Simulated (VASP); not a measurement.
# Fe (Fmmm) in VASP: further runs

Fe is run at these levels: LDA; tasks: electric field gradients.

Program: VASP 6.6.1. These are calculated values, not measurements. Logs are shortened: lines on timing, memory, paths and dates and some standing lists are left out, and cuts for length are marked.

## 1. The cell of the first run

The structure is orthorhombic, space group Fmmm (No. 69). Conventional cell: a = 2.997 Å, b = 3.883 Å, c = 4.048 Å, α = 90.00°, β = 90.00°, γ = 90.00°. Within 3.2 Å of Fe (site symmetry mmm) lie 14 Fe at 2.45 to 3.00 Å.

## 2. Electric field gradients, LDA, collinear spin, ferromagnetic start (zz strain of +3 %)

Input file INCAR:

```
SYSTEM = Fe
ALGO = Normal
EDIFF = 1E-8
ENCUT = 520
ISIF = 2
ISMEAR = -1
ISPIN = 2
LASPH = .True.
LCHARG = .False.
LEFG = .True.
LMAXMIX = 4
LORBIT = 11
LREAL = .False.
LWAVE = .False.
MAGMOM = 3
NBANDS = 14
NELM = 150
PREC = Accurate
SIGMA = 0.05
```

Input file KPOINTS:

```
k-points
0
Gamma
  16 16 16
  0 0 0
```

Input file POSCAR:

```
Fe
1.0
    0.0000000000      1.9417396906      2.0240583172
    1.4984397099      0.0000000000      2.0240583172
    1.4984397099      1.9417396906      0.0000000000
Fe
1
Direct
    0.0000000000      0.0000000000      0.0000000000
```

Potentials or basis: VASP PAW LDA potentials, release 64 (Fe).

Started as:

```bash
> cat potpaw_LDA.64/Fe/POTCAR > POTCAR
> mpirun -np 1 vasp_std > vasp.out
```

OUTCAR:

```text
SYSTEM = Fe
   EDIFF = 1E-8
   ENCUT = 520
   ISIF = 2
   ISMEAR = -1
   ISPIN = 2
   LASPH = .True.
   LORBIT = 11
   LREAL = .False.
   NELM = 150
   PREC = Accurate

 ion  position               nearest neighbor table
   1  0.000  0.000  0.000-

  LATTYP: Found a face centered orthorhombic cell.
 ALAT       =     2.9968794198
 B/A-ratio  =     1.2958410524
 C/A-ratio  =     1.3507772811

  Lattice vectors:

 A1 = (   0.0000000000,   1.9417396906,   2.0240583172)
 A2 = (   1.4984397099,   0.0000000000,   2.0240583172)
 A3 = (   1.4984397099,   1.9417396906,   0.0000000000)

Analysis of symmetry for initial positions (statically):
=====================================================================
 Subroutine PRICEL returns:
 Original cell was already a primitive cell.

 Routine SETGRP: Setting up the symmetry group for a
 face centered orthorhombic supercell.

 Subroutine GETGRP returns: Found  8 space group operations
 (whereof  8 operations were pure point group operations)
 out of a pool of  8 trial point group operations.

The static configuration has the point symmetry D_2h.

Analysis of symmetry for dynamics (positions and initial velocities):
=====================================================================
 Subroutine PRICEL returns:
 Original cell was already a primitive cell.

 Routine SETGRP: Setting up the symmetry group for a
 face centered orthorhombic supercell.

 Subroutine GETGRP returns: Found  8 space group operations
 (whereof  8 operations were pure point group operations)
 out of a pool of  8 trial point group operations.

The dynamic configuration has the point symmetry D_2h.

Analysis of structural, dynamic, and magnetic symmetry:
=====================================================================
 Subroutine PRICEL returns:
 Original cell was already a primitive cell.

 Routine SETGRP: Setting up the symmetry group for a
 face centered orthorhombic supercell.

 Subroutine GETGRP returns: Found  8 space group operations
 (whereof  8 operations were pure point group operations)
 out of a pool of  8 trial point group operations.

The overall configuration has the point symmetry D_2h.

 Subroutine INISYM returns: Found  8 space group operations
 (whereof  8 operations are pure point group operations),
 and found     1 'primitive' translations

----------------------------------------------------------------------------------------

                                     Primitive cell

  volume of cell :      11.7783

  direct lattice vectors                    reciprocal lattice vectors
     0.000000000  1.941739691  2.024058317    -0.333680426  0.257501045  0.247028456
     1.498439710  0.000000000  2.024058317     0.333680426 -0.257501045  0.247028456
     1.498439710  1.941739691  0.000000000     0.333680426  0.257501045 -0.247028456

  length of vectors
     2.804846716  2.518359314  2.452687218     0.488541168  0.488541168  0.488541168

  position of ions in fractional coordinates (direct lattice)
     0.000000000  0.000000000  0.000000000

  ion indices of the primitive-cell ions
   primitive index   ion index
                 1           1

----------------------------------------------------------------------------------------

 KPOINTS: k-points

Automatic generation of k-mesh.
 Grid dimensions read from file:
 generate k-points for:   16   16   16

 Generating k-lattice:

  Cartesian coordinates                     Fractional coordinates (reciprocal lattice)
    -0.020855027  0.016093815  0.015439278     0.062500000  0.000000000  0.000000000
     0.020855027 -0.016093815  0.015439278     0.000000000  0.062500000  0.000000000
     0.020855027  0.016093815 -0.015439278    -0.000000000 -0.000000000  0.062500000

  Length of vectors
     0.030533823  0.030533823  0.030533823

  Shift w.r.t. Gamma in fractional coordinates (k-lattice)
     0.000000000  0.000000000  0.000000000

 Subroutine IBZKPT returns following result:
 ===========================================

 Found    621 irreducible k-points:

 Following reciprocal coordinates:
            Coordinates               Weight
  0.000000  0.000000  0.000000      1.000000
  0.062500 -0.000000 -0.000000      8.000000
  0.125000 -0.000000 -0.000000      8.000000
  0.187500 -0.000000 -0.000000      8.000000
  0.250000 -0.000000 -0.000000      8.000000
  0.312500 -0.000000  0.000000      8.000000
[... 16 lines left out ...]
 -0.125000  0.062500  0.000000      8.000000
 -0.062500  0.062500  0.000000      4.000000
 [... further k-points ...]
   k-points           NKPTS =    621   k-points in BZ     NKDIM =    621   number of bands    NBANDS=     14
   number of dos      NEDOS =    301   number of ions     NIONS =      1
   total plane-waves  NPLWV =   8640
   dimension x,y,z NGX =    24 NGY =   20 NGZ =   18
   dimension x,y,z NGXF=    48 NGYF=   40 NGZF=   36
   ions per type =               1
   NGX,Y,Z   is equivalent  to a cutoff of  14.23, 13.20, 12.20 a.u.
   NGXF,Y,Z  is equivalent  to a cutoff of  28.45, 26.41, 24.40 a.u.
 SYSTEM =  Fe
   PREC   = accura    normal or accurate (medium, high low for compatibility)
   ISTART =      0    job   : 0-new  1-cont  2-samecut
   ICHARG =      2    charge: 1-file 2-atom 10-const
   ISPIN  =      2    spin polarized calculation?
   LNONCOLLINEAR =      F non collinear calculations
   LSORBIT =      F    spin-orbit coupling
   LASPH  =      T    aspherical Exc in radial PAW
   ENCUT  =  520.0 eV  38.22 Ry    6.18 a.u.   5.22  4.68  4.56*2*pi/ulx,y,z
   NELM   =    150;   NELMIN=  2; NELMDL= -5     # of ELM steps
   EDIFF  = 0.1E-07   stopping-criterion for ELM
   LREAL  =      F    real-space projection
   EDIFFG = 0.1E-06   stopping-criterion for IOM
   NSW    =      0    number of steps for IOM
   IBRION =     -1    ionic relax: 0-MD 1-quasi-New 2-CG
   NFREE  =      0    steps in history (QN), initial steepest desc. (CG)
   ISIF   =      2    stress and relaxation
   ISYM   =      2    0-nonsym 1-usesym 2-fastsym
   POTIM  = 0.5000    time-step for ionic-motion
   TEBEG  =    0.0;   TEEND  =   0.0 temperature during run
   PSTRESS=    0.0 pullay stress
   NELECT =       8.0000    total number of electrons
   NUPDOWN=      -1.0000    fix difference up-down
   EMIN   =  10.00;   EMAX   =-10.00  energy-range for DOS
   EFERMI =   0.00;   METHOD = LEGACY
   ISMEAR =    -1;   SIGMA  =   0.05  broadening in eV -4-tet -1-fermi 0-gaus
   EFERMI_NEDOS =   21; number of points for ismear=-14 and -15
   IALGO  =     38    algorithm
   IMIX   =      4    mixing-type and parameters
     AMIX     =   0.40;   BMIX     =  1.00
     AMIX_MAG =   1.60;   BMIX_MAG =  1.00
  volume/ion in A,a.u.               =      11.78        79.48
  Fermi-wavevector in a.u.,A,eV,Ry     =   1.439054  2.719418 28.175980  2.070876
  Thomas-Fermi vector in A             =   2.557952
   LORBIT       =     11    0 simple, 1 ext, 2 COOP (PROOUT), +10 PAW based schemes
   GGA     = CA    functional components
   LHFCALC =     F    Hartree Fock is set to
   AEXX    =    0.0000 exact exchange contribution
   IVDW    =     0    specifies the selected vdW correction
   LEPSILON=     F    determine dielectric tensor
   LRPA    =     F    only Hartree local field effects (RPA)
 spin polarized calculation
  energy-cutoff  :      520.00
  volume of cell :       11.78
 maximum number of plane-waves:       337
 NGX is ok and might be reduce to    24
   NGX = 11   NGY =  9   NGZ =  9

 number of electron       7.9999997 magnetization       2.2019376

 Free energy of the ion-electron system (eV)
  ---------------------------------------------------
  ext. energy  EPLUGINS =         0.00000000
  ---------------------------------------------------
  free energy    TOTEN  =        -9.09361213 eV

  energy without entropy =       -9.08388133  energy(sigma->0) =       -9.08874673

 E-fermi :   5.3225     XC(G=0): -13.2120

 val. band max:        5.3202554531   @ k =  -0.0625   0.0625   0.0000
 cond. band min:       5.3242822264   @ k =  -0.1250   0.4375   0.3750
 fundamental gap:      0.0040267733
 Fermi energy:         5.3225086716

 spin component 1

 k-point     1 :       0.0000    0.0000    0.0000
  band No.  band energies     occupation
      1      -3.0074      1.00000
      2       2.8324      1.00000
      3       3.1673      1.00000
      4       3.3068      1.00000
      5       4.1932      1.00000
      6       4.5321      1.00000
      7      28.9532      0.00000
      8      29.7578      0.00000
      9      30.6652      0.00000
     10      34.3382      0.00000
     11      34.9347      0.00000
     12      35.5626      0.00000
     13      35.9119      0.00000
     14      36.1678      0.00000

 k-point     2 :       0.0625   -0.0000   -0.0000
  band No.  band energies     occupation
      1      -2.8531      1.00000
      2       2.8486      1.00000
      3       3.1639      1.00000
      4       3.3364      1.00000
      5       4.1671      1.00000
      6       4.5143      1.00000
      7      28.2635      0.00000
      8      29.3779      0.00000
      9      30.2699      0.00000
     10      33.6473      0.00000
[... 362 lines left out ...]
 k-point    24 :      -0.0625    0.0625    0.0000
  band No.  band energies     occupation
      1      -2.5529      1.00000
      2       2.9029      1.00000
      3       3.1085      1.00000
      4       3.4431      1.00000
      5       4.0920      1.00000
      6       4.4871      1.00000
      7      26.9175      0.00000
      8      28.5809      0.00000
      9      29.7847      0.00000
     10      33.3116      0.00000
     11      33.8833      0.00000
     12      34.6228      0.00000
     13      35.6656      0.00000
     14      36.9961      0.00000

 [... further k-points ...]

 spin component 2

 k-point     1 :       0.0000    0.0000    0.0000
  band No.  band energies     occupation
      1      -2.6283      1.00000
      2       4.5612      1.00000
      3       5.0081      0.99814
      4       5.1843      0.94067
      5       6.4141      0.00000
      6       6.8728      0.00000
      7      29.0982      0.00000
      8      29.9067      0.00000
      9      30.8747      0.00000
     10      34.8824      0.00000
     11      35.3601      0.00000
     12      36.4117      0.00000
     13      36.7380      0.00000
     14      37.0068      0.00000

 k-point     2 :       0.0625   -0.0000   -0.0000
  band No.  band energies     occupation
      1      -2.4731      1.00000
      2       4.5763      1.00000
      3       5.0022      0.99835
      4       5.2129      0.89953
      5       6.3812      0.00000
      6       6.8515      0.00000
      7      28.5372      0.00000
      8      29.5754      0.00000
      9      30.5320      0.00000
     10      34.2333      0.00000
[... 362 lines left out ...]
 k-point    24 :      -0.0625    0.0625    0.0000
  band No.  band energies     occupation
      1      -2.1707      1.00000
      2       4.6376      1.00000
      3       4.9329      0.99959
      4       5.3203      0.51126
      5       6.2854      0.00000
      6       6.8221      0.00000
      7      27.3364      0.00000
      8      29.0308      0.00000
      9      29.9772      0.00000
     10      33.8406      0.00000
     11      34.5700      0.00000
     12      35.3124      0.00000
     13      36.2077      0.00000
     14      37.8059      0.00000

 [... further k-points ...]
[... 5 lines left out ...]
  --------------------------------------------------------------------------------------
  -------------------------------------------------------------------------------------
  Total       -1.9649786     -1.3171699     -1.7179220     -0.0000000      0.0000000      0.0000000
  in kB     -267.2914785   -179.1715650   -233.6849409     -0.0000000      0.0000000      0.0000000
  external PRESSURE =    -226.7159948 kB  Pullay stress =       0.0000000 kB

 VOLUME and BASIS-vectors are now :
 -----------------------------------------------------------------------------
  energy-cutoff  :      520.00
  volume of cell :       11.78
      direct lattice vectors                 reciprocal lattice vectors
     0.000000000  1.941739691  2.024058317    -0.333680426  0.257501045  0.247028456
     1.498439710  0.000000000  2.024058317     0.333680426 -0.257501045  0.247028456
     1.498439710  1.941739691  0.000000000     0.333680426  0.257501045 -0.247028456

 POSITION                                       TOTAL-FORCE (eV/Angst)
 -----------------------------------------------------------------------------------
      0.00000      0.00000      0.00000         0.000000      0.000000      0.000000
 -----------------------------------------------------------------------------------
    total drift:                                0.000000     -0.000000      0.000000

  FREE ENERGIE OF THE ION-ELECTRON SYSTEM (eV)
  ---------------------------------------------------
  free  energy   TOTEN  =        -9.0936121277 eV

  energy  without entropy=       -9.0838813334  energy(sigma->0) =       -9.08874673

 Electric field gradients (V/A^2)
---------------------------------------------------------------------
 ion       V_xx      V_yy      V_zz      V_xy      V_xz      V_yz
---------------------------------------------------------------------
   1       6.233    -3.793    -2.440     0.003    -0.004     0.000
---------------------------------------------------------------------

 Electric field gradients after diagonalization (V/A^2)
 (convention: |V_zz| > |V_xx| > |V_yy|)
----------------------------------------------------------------------
 ion       V_xx      V_yy      V_zz     asymmetry (V_yy - V_xx)/ V_zz
----------------------------------------------------------------------
   1      -3.793    -2.440     6.233       0.217
----------------------------------------------------------------------

           NMR quadrupolar parameters

 Cq : quadrupolar parameter    Cq=e*Q*V_zz/h
 eta: asymmetry parameters     (V_yy - V_xx)/ V_zz
 Q  : nuclear electric quadrupole moment in mb (millibarn)
----------------------------------------------------------------------
 ion       Cq(MHz)       eta       Q (mb)
----------------------------------------------------------------------
   1       0.015       0.217       1.000
----------------------------------------------------------------------

 total charge

# of ion       s       p       d       tot
------------------------------------------
    1        0.475   0.503   6.233   7.211

 magnetization (x)

# of ion       s       p       d       tot
------------------------------------------
    1       -0.011  -0.033   2.222   2.179
```

Wall time 68 s (1 thread of Intel Xeon 6975P-C (Granite Rapids), shared host); peak memory 0.26 GiB.

Results:

```yaml
Free_energy: -9.0936 eV
Pressure: -22.7 GPa
Net_moment: 2.20 μB per cell
Site_moments: Fe +2.18 μB
Largest_electric_field_gradient_by_atom: Fe +6.2 V/Å²
Valence_electrons_inside_the_program's_atomic_spheres: Fe 7.21
```

Electric field gradients, principal values (V/Å²):
```
atom   least  middle  greatest (by size)
1 Fe  -2.440  -3.793               6.233
```

Caveat: the cell differs from its parent crystal (zz strain of +3 %); the cell stands under tension; without QUAD_EFG the Cq values of the log hold for a quadrupole moment of 1 mb, not for the nuclei.

(Continued in part 2 of 2.)
